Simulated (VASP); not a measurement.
Here is a VASP 6.6.1 calculation.

The input INCAR:

```
SYSTEM = B
ALGO = Normal
EDIFF = 1E-6
ENCUT = 520
GGA = PE
ISIF = 2
ISMEAR = 0
LASPH = .True.
LCHARG = .False.
LREAL = .False.
LWAVE = .False.
NBANDS = 10
NELM = 80
PREC = Accurate
SIGMA = 0.1
```

The input KPOINTS:

```
k-points
0
Gamma
  27 27 6
  0 0 0
```

File POSCAR:

```
B
1.0
    1.7125377635      0.0000000000      0.0000000000
   -0.8562688817      1.4831012082      0.0000000000
    0.0000000000      0.0000000000      9.1757591453
B
2
Direct
    0.3333333333      0.6666666667      0.2500000000
    0.6666666667      0.3333333333      0.7500000000
```

Potentials or basis: VASP PAW PBE potentials, release 64 (B).

Launch:

```sh
$ cat potpaw_PBE.64/B/POTCAR > POTCAR
$ mpirun -np 1 vasp_std > vasp.out
```

Problem. Estimate the band gap on the k mesh.

Solution. Zero (bands 3 and 4 overlap by 11.09 eV).

Problem. Predict the pressure.

Solution. 0.0 GPa.

Caveat: this functional lacks dispersion, which binds the layers, so the pressure and a relaxed spacing across them are unreliable.
